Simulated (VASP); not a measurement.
# Y5F (I4/m) in VASP: notebook

The runs below take Y5F through single point, with PBE.

All numbers are computed with VASP 6.6.1; they aren't measurements. Logs are shortened: lines on timing, memory, paths and dates and some standing lists are left out, and cuts for length are marked.

## Step 1: The cell of the first run

It takes space group I4/m (No. 87, tetragonal). Conventional cell: a = 7.888 Å, b = 7.888 Å, c = 4.961 Å, α = 90.00°, β = 90.00°, γ = 90.00°. Y (site symmetry m) has 1 F at 2.51 Å within 3.3 Å. Y (site symmetry 4/m) has 2 F at 2.48 Å within 3.3 Å. F (site symmetry 4/m) has 6 Y at 2.48 to 2.51 Å within 3.3 Å.

## Step 2: Single point, PBE (volume scaled by 0.94, then relaxed in part)

Contents of INCAR:

```
PREC = Accurate
ENCUT = 520
EDIFF = 1E-6
ISMEAR = 0
SIGMA = 0.1
LREAL = F
LASPH = T
NELM = 60
ALGO = Normal
ISIF = 2
LWAVE = F
LCHARG = F
GGA = PE
NBANDS = 40
```

Contents of KPOINTS:

```
Automatic mesh
0
Gamma
  8 8 8
```

Contents of POSCAR:

```
Y5F
1.0
   -3.9441955966      3.9441955966      2.4806271989
    3.9441955966     -3.9441955966      2.4806271989
    3.9441955966      3.9441955966     -2.4806271989
Y F
5 1
Direct
    0.9001746164      0.6984060187      0.5985806351
    0.0998253836      0.3015939813      0.4014193649
    0.3015939813      0.9001746164      0.2017685977
    0.6984060187      0.0998253836      0.7982314023
    0.5000000000      0.5000000000      0.0000000000
    0.0000000000      0.0000000000      0.0000000000
```

Potentials or basis: VASP PAW PBE potentials, release 64 (Y_sv, F).

The run is started by

```console
$ cat potpaw_PBE.64/Y_sv/POTCAR potpaw_PBE.64/F/POTCAR > POTCAR
$ mpirun -np 1 vasp_std > vasp.out
```

OUTCAR:

```text
PREC = Accurate
   ENCUT = 520
   EDIFF = 1E-6
   ISMEAR = 0
   LREAL = F
   LASPH = T
   NELM = 60
   ISIF = 2
   GGA = PE

 ion  position               nearest neighbor table
   1  0.900  0.698  0.599-   6 2.51   2 3.50   4 3.51   4 3.51   3 3.51   3 3.51   5 3.52   2 3.53
                             2 3.53   5 3.53   5 3.53   3 3.54   4 3.54
   2  0.100  0.302  0.401-   6 2.51   1 3.50   3 3.51   4 3.51   4 3.51   3 3.51   5 3.52   1 3.53
                             1 3.53   5 3.53   5 3.53   4 3.54   3 3.54
   3  0.302  0.900  0.202-   6 2.51   4 3.50   2 3.51   1 3.51   2 3.51   1 3.51   5 3.52   4 3.53
                             4 3.53   5 3.53   5 3.53   1 3.54   2 3.54
   4  0.698  0.100  0.798-   6 2.51   3 3.50   1 3.51   2 3.51   1 3.51   2 3.51   5 3.52   3 3.53
                             3 3.53   5 3.53   5 3.53   2 3.54   1 3.54
   5  0.500  0.500  0.000-   6 2.48   6 2.48   4 3.52   1 3.52   2 3.52   3 3.52   2 3.53   4 3.53
                             1 3.53   3 3.53   3 3.53   1 3.53   2 3.53   4 3.53
   6  0.000  0.000  0.000-   5 2.48   5 2.48   3 2.51   4 2.51   1 2.51   2 2.51

  LATTYP: Found a body centered tetragonal cell.
 ALAT       =     7.8883911932
 C/A-ratio  =     0.6289310807

  Lattice vectors:

 A1 = (  -3.9441955966,   3.9441955966,   2.4806271989)
 A2 = (   3.9441955966,  -3.9441955966,   2.4806271989)
 A3 = (   3.9441955966,   3.9441955966,  -2.4806271989)

Analysis of symmetry for initial positions (statically):
=====================================================================
 Subroutine PRICEL returns:
 Original cell was already a primitive cell.

 Routine SETGRP: Setting up the symmetry group for a
 body centered tetragonal supercell.

 Subroutine GETGRP returns: Found  8 space group operations
 (whereof  8 operations were pure point group operations)
 out of a pool of 16 trial point group operations.

The static configuration has the point symmetry C_4h.

Analysis of symmetry for dynamics (positions and initial velocities):
=====================================================================
 Subroutine PRICEL returns:
 Original cell was already a primitive cell.

 Routine SETGRP: Setting up the symmetry group for a
 body centered tetragonal supercell.

 Subroutine GETGRP returns: Found  8 space group operations
 (whereof  8 operations were pure point group operations)
 out of a pool of 16 trial point group operations.

The dynamic configuration has the point symmetry C_4h.

 Subroutine INISYM returns: Found  8 space group operations
 (whereof  8 operations are pure point group operations),
 and found     1 'primitive' translations

[... 105 lines left out ...]
   NSW    =      0    number of steps for IOM
   IBRION =     -1    ionic relax: 0-MD 1-quasi-New 2-CG
   NFREE  =      0    steps in history (QN), initial steepest desc. (CG)
   ISIF   =      2    stress and relaxation
   ISYM   =      2    0-nonsym 1-usesym 2-fastsym
   POTIM  = 0.5000    time-step for ionic-motion
   TEBEG  =    0.0;   TEEND  =   0.0 temperature during run
   PSTRESS=    0.0 pullay stress
   NELECT =      62.0000    total number of electrons
   NUPDOWN=      -1.0000    fix difference up-down
   EMIN   =  10.00;   EMAX   =-10.00  energy-range for DOS
   EFERMI =   0.00;   METHOD = LEGACY
   ISMEAR =     0;   SIGMA  =   0.10  broadening in eV -4-tet -1-fermi 0-gaus
   EFERMI_NEDOS =   21; number of points for ismear=-14 and -15
   IALGO  =     38    algorithm
   IMIX   =      4    mixing-type and parameters
     AMIX     =   0.40;   BMIX     =  1.00
     AMIX_MAG =   1.60;   BMIX_MAG =  1.00
  volume/ion in A,a.u.               =      25.73       173.61
  Fermi-wavevector in a.u.,A,eV,Ry     =   1.207886  2.282573 19.850744  1.458988
  Thomas-Fermi vector in A             =   2.343510
   LORBIT       =      0    0 simple, 1 ext, 2 COOP (PROOUT), +10 PAW based schemes
   GGA     = PE    functional components
   LHFCALC =     F    Hartree Fock is set to
   AEXX    =    0.0000 exact exchange contribution
   IVDW    =     0    specifies the selected vdW correction
   LEPSILON=     F    determine dielectric tensor
   LRPA    =     F    only Hartree local field effects (RPA)
 non-spin polarized calculation
 Gauss-broadening in eV      SIGMA  =   0.10
  energy-cutoff  :      520.00
  volume of cell :      154.36
 maximum number of plane-waves:      4190
 NGX is ok and might be reduce to    48
   NGX = 23   NGY = 23   NGZ = 23

 number of electron      62.0000009 magnetization

 Free energy of the ion-electron system (eV)
  ---------------------------------------------------
  ext. energy  EPLUGINS =         0.00000000
  ---------------------------------------------------
  free energy    TOTEN  =       -38.48496387 eV

  energy without entropy =      -38.44854217  energy(sigma->0) =      -38.46675302

 E-fermi :   3.8315     XC(G=0):  -9.9272

 val. band max:        3.8263695567   @ k =  -0.1250   0.2500   0.1250
 cond. band min:       3.8384780879   @ k =  -0.3750   0.3750  -0.1250
 fundamental gap:      0.0121085313
 Fermi energy:         3.8314769913

 k-point     1 :       0.0000    0.0000    0.0000
  band No.  band energies     occupation
      1     -38.8412      2.00000
      2     -38.7396      2.00000
      3     -38.6800      2.00000
      4     -38.6800      2.00000
      5     -38.6788      2.00000
      6     -23.0782      2.00000
[... 1021 lines left out ...]
     39       5.8788      0.00000
     40       6.1163      0.00000

 [... further k-points ...]
[... 5 lines left out ...]
  --------------------------------------------------------------------------------------
  -------------------------------------------------------------------------------------
  Total        2.9274927      2.9274927      2.8562582     -0.0000001     -0.0000000     -0.0000000
  in kB       30.3856144     30.3856144     29.6462428     -0.0000009     -0.0000000     -0.0000000
  external PRESSURE =      30.1391572 kB  Pullay stress =       0.0000000 kB

 VOLUME and BASIS-vectors are now :
 -----------------------------------------------------------------------------
  energy-cutoff  :      520.00
  volume of cell :      154.36
      direct lattice vectors                 reciprocal lattice vectors
    -3.944195597  3.944195597  2.480627199     0.000000000  0.126768561  0.201561928
     3.944195597 -3.944195597  2.480627199     0.126768561  0.000000000  0.201561928
     3.944195597  3.944195597 -2.480627199     0.126768561  0.126768561  0.000000000

 POSITION                                       TOTAL-FORCE (eV/Angst)
 -----------------------------------------------------------------------------------
      1.56510      3.15673      2.48063        -0.005429     -0.003683      0.000000
      2.37909      0.78746      0.00000         0.005429      0.003683     -0.000000
      3.15673     -1.56510      2.48063        -0.003683      0.005429      0.000000
      0.78746      5.50930      0.00000         0.003683     -0.005429     -0.000000
      0.00000      0.00000      2.48063        -0.000000     -0.000000     -0.000000
      0.00000      0.00000      0.00000        -0.000000     -0.000000     -0.000000
 -----------------------------------------------------------------------------------
    total drift:                               -0.000000     -0.000000      0.000000

  FREE ENERGIE OF THE ION-ELECTRON SYSTEM (eV)
  ---------------------------------------------------
  free  energy   TOTEN  =       -38.4849638661 eV

  energy  without entropy=      -38.4485421742  energy(sigma->0) =      -38.46675302
```

OSZICAR:

```text
N       E                     dE             d eps       ncg     rms          rms(c)
DAV:   1     0.368930725507E+03    0.36893E+03   -0.30657E+04  6240   0.150E+03
DAV:   2    -0.162631864560E+01   -0.37056E+03   -0.35722E+03  7208   0.374E+02
DAV:   3    -0.372210294765E+02   -0.35595E+02   -0.34202E+02  9624   0.715E+01
DAV:   4    -0.398626609738E+02   -0.26416E+01   -0.26250E+01  9424   0.176E+01
DAV:   5    -0.399722775586E+02   -0.10962E+00   -0.10958E+00  8728   0.304E+00    0.516E+01
DAV:   6    -0.386092258354E+02    0.13631E+01   -0.42095E+00  7192   0.875E+00    0.331E+01
DAV:   7    -0.384897302284E+02    0.11950E+00   -0.22899E+00  7608   0.651E+00    0.353E+00
DAV:   8    -0.384920021597E+02   -0.22719E-02   -0.29259E-01  8400   0.207E+00    0.160E+00
DAV:   9    -0.384847567039E+02    0.72455E-02   -0.58731E-02  7552   0.127E+00    0.423E-01
DAV:  10    -0.384849706424E+02   -0.21394E-03   -0.65933E-03  8408   0.380E-01    0.112E-01
DAV:  11    -0.384849580026E+02    0.12640E-04   -0.46476E-04  7864   0.112E-01    0.267E-02
DAV:  12    -0.384849657184E+02   -0.77158E-05   -0.42809E-05  8888   0.324E-02    0.178E-02
DAV:  13    -0.384849641866E+02    0.15318E-05   -0.52633E-06  6992   0.129E-02    0.375E-03
DAV:  14    -0.384849638661E+02    0.32050E-06   -0.83029E-07  5472   0.477E-03
   1 F= -.38484964E+02 E0= -.38466753E+02  d E =-.364217E-01
```

Wall time 17 min (1 thread of Oxide Virtual Turin-like, shared host); peak memory 0.56 GiB.

Results:

```
Free energy            : -38.4850 eV
Pressure               : 3.0 GPa
Largest force          : 0.007 eV/Å
Band gap on the k mesh : zero (band 31 reaches 4.05 eV, above the bottom of band 32 at 3.57 eV)
```

Forces in eV/Å, atoms in the order of the input:
```
Y   -0.005 -0.004  0.000
Y    0.005  0.004  0.000
Y   -0.004  0.005  0.000
Y    0.004 -0.005  0.000
Y    0.000  0.000  0.000
F    0.000  0.000  0.000
```

Levels at points of the mesh, in eV from the Fermi level:
```csv
k point,band 27,band 28,band 29,band 30,band 31,band 32,band 33,band 34,band 35,band 36
"(0.00, 0.00, 0.00)",-0.85,-0.85,-0.25,-0.25,-0.05,0.20,0.23,0.35,0.79,0.79
"(0.50, 0.00, 0.00)",-1.66,-0.74,-0.56,-0.01,0.04,0.31,0.39,0.45,0.77,1.14
"(0.50, 0.50, 0.00)",-1.52,-1.14,-0.65,-0.53,-0.08,0.24,0.57,0.68,1.07,1.13
"(0.50, 0.50, 0.50)",-2.00,-1.93,-1.14,-0.39,-0.39,-0.14,-0.02,-0.02,1.16,1.74
```

Caveat: the cell differs from its parent crystal (volume scaled by 0.94, then relaxed in part).

## Step 3: Single point, PBE (volume scaled by 0.97, then relaxed in part)

Contents of INCAR:

```
SYSTEM = Y5F
PREC = Accurate ; ENCUT = 520
EDIFF = 1E-6 ; ISMEAR = 0
SIGMA = 0.1 ; LREAL = .False.
LASPH = .True. ; NELM = 60
ALGO = Normal ; ISIF = 2
LWAVE = .False. ; LCHARG = .True.
GGA = PE ; LELF = .True.
LVHAR = .True. ; NBANDS = 40
```

Contents of KPOINTS:

```
regular mesh
0
Gamma
  8 8 8
  0 0 0
```

Contents of POSCAR:

```
Y5F
1.0
   -3.9858149778      3.9858149778      2.5066171117
    3.9858149778     -3.9858149778      2.5066171117
    3.9858149778      3.9858149778     -2.5066171117
Y F
5 1
Direct
    0.9005636366      0.6987464054      0.5993100420
    0.0994363634      0.3012535946      0.4006899580
    0.3012535946      0.9005636366      0.2018172312
    0.6987464054      0.0994363634      0.7981827688
    0.5000000000      0.5000000000      0.0000000000
    0.0000000000      0.0000000000      0.0000000000
```

Potentials or basis: VASP PAW PBE potentials, release 64 (Y_sv, F).

The run is started by

```console
$ cat potpaw_PBE.64/Y_sv/POTCAR potpaw_PBE.64/F/POTCAR > POTCAR
$ mpirun -np 1 vasp_std > vasp.out
```

It took 15 min on 1 thread of Oxide Virtual Turin-like, shared host; peak memory 0.57 GiB.

It converged, with:

| Quantity | Value |
| --- | --- |
| Free energy | -38.5530 eV |
| Pressure | 1.3 GPa |
| Largest force | 0.007 eV/Å |
| Band gap on the k mesh | zero (band 31 reaches 3.86 eV, above the bottom of band 32 at 3.39 eV) |

Forces on the atoms (eV/Å):
```
Y   -0.006 -0.003  0.000
Y    0.006  0.003  0.000
Y   -0.003  0.006  0.000
Y    0.003 -0.006  0.000
Y    0.000  0.000  0.000
F    0.000  0.000  0.000
```

Levels at points of the mesh, in eV from the Fermi level:
| k point | band 29 | band 30 | band 31 | band 32 | band 33 | band 34 |
| --- | --- | --- | --- | --- | --- | --- |
| (0.00, 0.00, 0.00) | -0.24 | -0.24 | -0.04 | 0.17 | 0.22 | 0.36 |
| (0.50, 0.00, 0.00) | -0.58 | 0.01 | 0.05 | 0.27 | 0.39 | 0.43 |
| (0.50, 0.50, 0.00) | -0.62 | -0.51 | -0.08 | 0.25 | 0.57 | 0.64 |
| (0.50, 0.50, 0.50) | -1.07 | -0.35 | -0.35 | -0.12 | -0.08 | 0.01 |

Caveat: the cell differs from its parent crystal (volume scaled by 0.97, then relaxed in part).

## Step 4: Single point, PBE

This run uses another cell than the first one, of 27.37 Å³/atom, 1.064 times its volume.

Contents of INCAR:

```
SYSTEM = Y5F
PREC     = Accurate       ! precision mode
ENCUT    = 520            ! plane-wave cutoff, eV
EDIFF    = 1E-6           ! SCF threshold, eV
ISMEAR   = 0              ! smearing method
SIGMA    = 0.1            ! smearing width, eV
LREAL    = .FALSE.        ! projectors in reciprocal space
LASPH    = .TRUE.         ! aspherical terms in the spheres
NELM     = 60             ! most SCF steps
ALGO     = Normal         ! electronic algorithm
ISIF     = 2              ! what is computed and relaxed
LWAVE    = .FALSE.        ! write WAVECAR
LCHARG   = .TRUE.         ! write CHGCAR
GGA      = PE             ! functional
LELF     = .TRUE.         ! ELF
LVHAR    = .TRUE.       
NBANDS   = 40             ! bands
```

Contents of KPOINTS:

```
Automatic mesh
0
G
  8 8 8
  0 0 0
```

Contents of POSCAR:

```
Y5F
1.0
   -4.0265722378      4.0265722378      2.5320923768
    4.0265722378     -4.0265722378      2.5320923768
    4.0265722378      4.0265722378     -2.5320923768
Y F
5 1
Direct
    0.9008979900      0.6990228696      0.5999208597
    0.0991020100      0.3009771304      0.4000791403
    0.3009771304      0.9008979900      0.2018751204
    0.6990228696      0.0991020100      0.7981248796
    0.5000000000      0.5000000000      0.0000000000
    0.0000000000      0.0000000000      0.0000000000
```

Potentials or basis: VASP PAW PBE potentials, release 64 (Y_sv, F).

The run is started by

```console
$ cat potpaw_PBE.64/Y_sv/POTCAR potpaw_PBE.64/F/POTCAR > POTCAR
$ mpirun -np 1 vasp_std > vasp.out
```

OUTCAR:

```text
SYSTEM = Y5F
   PREC = Accurate
   ENCUT = 520
   EDIFF = 1E-6
   ISMEAR = 0
   LREAL = .FALSE.
   LASPH = .TRUE.
   NELM = 60
   ISIF = 2
   GGA = PE

 ion  position               nearest neighbor table
   1  0.901  0.699  0.600-   6 2.55   4 3.58   4 3.58   3 3.58   3 3.58   2 3.58   5 3.59   5 3.59
                             5 3.60   2 3.60   2 3.60   3 3.61   4 3.61
   2  0.099  0.301  0.400-   6 2.55   3 3.58   3 3.58   4 3.58   4 3.58   1 3.58   5 3.59   5 3.59
                             5 3.60   1 3.60   1 3.60   4 3.61   3 3.61
   3  0.301  0.901  0.202-   6 2.55   2 3.58   2 3.58   1 3.58   1 3.58   4 3.58   5 3.59   5 3.59
                             5 3.60   4 3.60   4 3.60   1 3.61   2 3.61
[... 1246 lines left out ...]
  Total       -0.1038180     -0.1038180     -0.1428636     -0.0000001      0.0000000      0.0000000
  in kB       -1.0129145     -1.0129145     -1.3938679     -0.0000009      0.0000000      0.0000000
  external PRESSURE =      -1.1398990 kB  Pullay stress =       0.0000000 kB

 VOLUME and BASIS-vectors are now :
 -----------------------------------------------------------------------------
  energy-cutoff  :      520.00
  volume of cell :      164.21
      direct lattice vectors                 reciprocal lattice vectors
    -4.026572238  4.026572238  2.532092377     0.000000000  0.124175097  0.197465150
     4.026572238 -4.026572238  2.532092377     0.124175097  0.000000000  0.197465150
     4.026572238  4.026572238 -2.532092377     0.124175097  0.124175097  0.000000000

 POSITION                                       TOTAL-FORCE (eV/Angst)
 -----------------------------------------------------------------------------------
      1.60276      3.22849      2.53209        -0.005656     -0.002068     -0.000000
      2.42381      0.79808      0.00000         0.005656      0.002068      0.000000
      3.22849     -1.60276      2.53209        -0.002068      0.005656      0.000000
      0.79808      5.62933      0.00000         0.002068     -0.005656     -0.000000
      0.00000      0.00000      2.53209        -0.000000     -0.000000      0.000000
      0.00000      0.00000      0.00000        -0.000000     -0.000000      0.000000
 -----------------------------------------------------------------------------------
    total drift:                                0.000000      0.000000      0.000000

  FREE ENERGIE OF THE ION-ELECTRON SYSTEM (eV)
  ---------------------------------------------------
  free  energy   TOTEN  =       -38.5732443178 eV

  energy  without entropy=      -38.5338699774  energy(sigma->0) =      -38.55355715
```

Run time: 16 min. Hardware: 1 thread of Oxide Virtual Turin-like, shared host; peak memory 0.58 GiB.

Results:

| Property | Result |
| --- | --- |
| Free energy | -38.5732 eV |
| Pressure | -0.1 GPa |
| Largest force | 0.006 eV/Å |
| Band gap on the k mesh | zero (band 31 reaches 3.67 eV, above the bottom of band 32 at 3.21 eV) |

Forces in eV/Å, atoms in the order of the input:
```
Y   -0.006 -0.002  0.000
Y    0.006  0.002  0.000
Y   -0.002  0.006  0.000
Y    0.002 -0.006  0.000
Y    0.000  0.000  0.000
F    0.000  0.000  0.000
```

## Step 5: Overview

| cell | gap on the mesh (eV) | pressure (GPa) | largest force (eV/Å) |
| --- | --- | --- | --- |
| a = 6.105 Å, angles 99.5, 99.5, 132.0°, 6 atoms | none | 3.0 | 0.01 |
| a = 6.169 Å, angles 99.5, 99.5, 132.1°, 6 atoms | none | 1.3 | 0.01 |
| a = 6.232 Å, angles 99.5, 99.5, 132.1°, 6 atoms | none | -0.1 | 0.01 |

Alike in all rows: task single point; level PBE; potentials or basis VASP PAW PBE potentials, release 64 (Y_sv, F); no spin polarisation; k mesh 8 × 8 × 8; cutoff (eV) 520; smearing gaussian 0.1 eV.

Total energies depend on the potentials used, so only differences within one code and one set of settings carry meaning.
